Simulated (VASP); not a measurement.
The system is Ni.

```
Ni
1.0
     0.00000    2.45346    2.45346
     2.45346    0.00000    2.45346
     2.45346    2.45346    0.00000
Ni
2
Direct
  0.12500 0.12500 0.12500
  0.87500 0.87500 0.87500
```

```yaml
Program: VASP 6.6.1
Task: relaxation of cell and atoms
Functional: RPBE
Potentials_or_basis: VASP PAW PBE potentials, release 64 (Ni)
Cutoff: 600 eV
k_mesh: 11 × 11 × 11
Occupations: fermi-dirac, width 0.1 eV
Spin: no spin polarisation
```

At the start: pressure 17.1 GPa; volume 14.77 Å³/atom.

Task: Where does the relaxation end?

Result: Over 5 steps the energy falls by 112.4 meV/atom and the volume is 17.21 Å³/atom (+16.5 %); space group Fd-3m (No. 227, to 0.05 Å).

The path:
```
step  energy change (eV)  largest force (eV/Å)  pressure (GPa)  volume (Å³)
   1              0.0000                0.0000           17.09        29.54
   2             -0.1898                0.0000           -4.41        36.80
   3             -0.2248                0.0000            0.11        34.38
   4             -0.2248                0.0000           -0.14        34.48
   5             -0.2248                0.0000            0.02        34.41
```

Final structure:
```
Ni
1.0
     0.00000    2.58165    2.58165
     2.58165    0.00000    2.58165
     2.58165    2.58165    0.00000
Ni
2
Direct
  0.12500 0.12500 0.12500
  0.87500 0.87500 0.87500
```

Caveat: the volume moved by over 15 % at a fixed basis, so the end points are rough; the PAW data sets were made with another functional, which shifts forces and pressure a little; the run has no spin polarisation, though such a crystal can be magnetic.
